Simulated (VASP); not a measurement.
Input of a VASP 6.6.1 run:

INCAR

```
SYSTEM = MgO
  PREC = Accurate
  ENCUT = 600
  EDIFF = 1E-6
  ISMEAR = 0
  SIGMA = 0.1
  LREAL = .False.
  LASPH = .True.
  NELM = 60
  ALGO = Normal
  ISIF = 3
  LWAVE = .False.
  LCHARG = .False.
  GGA = PE
  IBRION = 2
  NSW = 90
  EDIFFG = -0.04
```

The input KPOINTS:

```
Automatic mesh
0
Gamma
  6 6 4
  0 0 0
```

Contents of POSCAR:

```
MgO
1.0
    2.9704472232      0.0000000000      0.0000000000
    0.0000000000      2.9996360308      0.0000000000
   -0.9722547827      0.0000000000      5.3288229656
Mg O
2 2
Direct
    0.0000000000      0.0000000000      0.0000000000
    0.5000000000      0.5000000000      0.5000000000
    0.4068506003      0.0000000000      0.7419257109
    0.5931493997      0.0000000000      0.2580742891
```

Potentials or basis: VASP PAW PBE potentials, release 64 (Mg, O).

Command:

```sh
$ cat potpaw_PBE.64/Mg/POTCAR potpaw_PBE.64/O/POTCAR > POTCAR
$ mpirun -np 1 vasp_std > vasp.out
```

(1) Estimate the space group after relaxing (to 0.1 Å).

(2) What does it give for the relaxed volume?

(3) What does it give for the relaxed cell?

Answers

(1) P2/m (No. 10).

(2) 11.81 Å³/atom.

(3) a = 2.964 Å, b = 2.995 Å, c = 5.407 Å, α = 90.00°, β = 100.32°, γ = 90.00°.

Caveat: the cell differs from its parent crystal (atoms taken out).
